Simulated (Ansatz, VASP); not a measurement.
Given: the input of a run of Ansatz 0.2.0 on SnTe3.

The input input.yaml:

```yaml
crystal:
  lattice:
    - [0.0, 3.861219, 3.861219]
    - [3.861219, 0.0, 3.861219]
    - [3.861219, 3.861219, 0.0]
  atoms:
    - { symbol: Te, position: [0.5, 0.5, 0.5] }
    - { symbol: Te, position: [0.75, 0.75, 0.75] }
    - { symbol: Te, position: [0.25, 0.25, 0.25] }
    - { symbol: Sn, position: [0.0, 0.0, 0.0] }
hamiltonian:
  xc: pbesol
  pseudopotentials: { kind: paw }
kpoints:
  mp_grid: { grid: [6, 6, 6] }
scf:
  occupations: { method: fermi_dirac, width: 0.05 }
output:
  forces: true
  stress: true
  eigenvalues: true
relax:
  f_tol: 0.01
  max_steps: 40
  cell: { stress_tol: 0.05 }
```

Potentials or basis: Ansatz PAW.

Command:

```bash
$ ansatz run input.yaml --threads 2 --pin off --max-ram 5632MiB --backend cpu --events-out ev --progress --plain --runs-dir out
```

Problem. Set up the same calculation for VASP 6.6.1. Potentials there: VASP PAW PBE potentials, release 64 (Te, Sn_d).

Solution. As run (the cutoff follows the program's own potentials):

File INCAR:

```
SYSTEM = SnTe3
PREC     = Accurate       ! precision mode
ENCUT    = 600            ! plane-wave cutoff, eV
EDIFF    = 1E-7           ! SCF threshold, eV
ISMEAR   = -1             ! smearing method
SIGMA    = 0.05           ! smearing width, eV
LREAL    = .FALSE.        ! projectors in reciprocal space
LASPH    = .TRUE.         ! aspherical terms in the spheres
NELM     = 60             ! most SCF steps
ALGO     = Normal         ! electronic algorithm
ISIF     = 3              ! what is computed and relaxed
LWAVE    = .FALSE.        ! write WAVECAR
LCHARG   = .FALSE.        ! write CHGCAR
GGA      = PS             ! functional
IBRION   = 2              ! ionic algorithm
NSW      = 60             ! ionic steps
EDIFFG   = -0.01          ! ionic threshold
```

File KPOINTS:

```
Automatic mesh
0
G
  6 6 6
  0 0 0
```

The input POSCAR:

```
SnTe3
1.0
    0.0000000000      3.8612190000      3.8612190000
    3.8612190000      0.0000000000      3.8612190000
    3.8612190000      3.8612190000      0.0000000000
Te Sn
3 1
Direct
    0.5000000000      0.5000000000      0.5000000000
    0.7500000000      0.7500000000      0.7500000000
    0.2500000000      0.2500000000      0.2500000000
    0.0000000000      0.0000000000      0.0000000000
```

Potentials or basis: VASP PAW PBE potentials, release 64 (Te, Sn_d).

Command:

```bash
$ cat potpaw_PBE.64/Te/POTCAR potpaw_PBE.64/Sn_d/POTCAR > POTCAR
$ mpirun -np 1 vasp_std > vasp.out
```

Both were run:

|  | VASP | Ansatz | Ansatz less VASP |
| --- | --- | --- | --- |
| gap on the k mesh at the Fermi level, each at its own relaxed structure (eV) | none | none | - |
| relaxed volume (Å³/atom) | 27.21 | 27.21 | -0.003 |
| relaxed cell length with the largest relative difference (Å) | 5.359 | 5.359 | -0.0002 |

VASP's potentials were made for PBE, not for PBEsol. A gap of «none» marks a metal or a gap that the smearing closes. VASP's potentials hold 32 valence electrons a cell and Ansatz's 62, so a difference there can come from the potentials and not from the codes.

Spin-orbit coupling is off throughout. Noted on Ansatz's run: the plane-wave basis is chosen anew once the cell has moved, so the energies of steps on either side of that aren't comparable.
